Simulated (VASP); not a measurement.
TiN (rocksalt type):

```
Ti N
1.0
     0.00000    2.23228    2.23228
     2.23228    0.00000    2.23228
     2.23228    2.23228    0.00000
Ti N
1 1
Direct
  0.00000 0.00000 0.00000
  0.50000 0.50000 0.50000
```

```yaml
Program: VASP 6.6.1
Task: relaxation of cell and atoms
Functional: PBE
Potentials_or_basis: VASP PAW PBE potentials, release 64 (Ti_sv, N)
Cutoff: 600 eV
k_mesh: 16 × 16 × 16
Occupations: fermi-dirac, width 0.03 eV
Spin: no spin polarisation
```

At the start: pressure -30.0 GPa; volume 11.12 Å³/atom.

Question: Where does the relaxation end?

Answer: Over 7 steps the energy falls by 164.2 meV/atom and the volume is 9.58 Å³/atom (-13.8 %); space group Fm-3m (No. 225, to 0.05 Å).

The path:
```
step  energy change (eV)  largest force (eV/Å)  pressure (GPa)  volume (Å³)
   1              0.0000                0.0000          -29.96        22.25
   2              0.2045                0.0000           66.52        16.20
   3             -0.3278                0.0000           -1.48        19.28
   4             -0.3283                0.0000           -0.34        19.19
   5             -0.3283                0.0000            0.50        19.14
   6             -0.3282                0.0000           -0.51        19.21
   7             -0.3283                0.0000            0.01        19.17
```

Final structure:
```
Ti N
1.0
     0.00000    2.12415    2.12415
     2.12415    0.00000    2.12415
     2.12415    2.12415    0.00000
Ti N
1 1
Direct
  0.00000 0.00000 0.00000
  0.50000 0.50000 0.50000
```
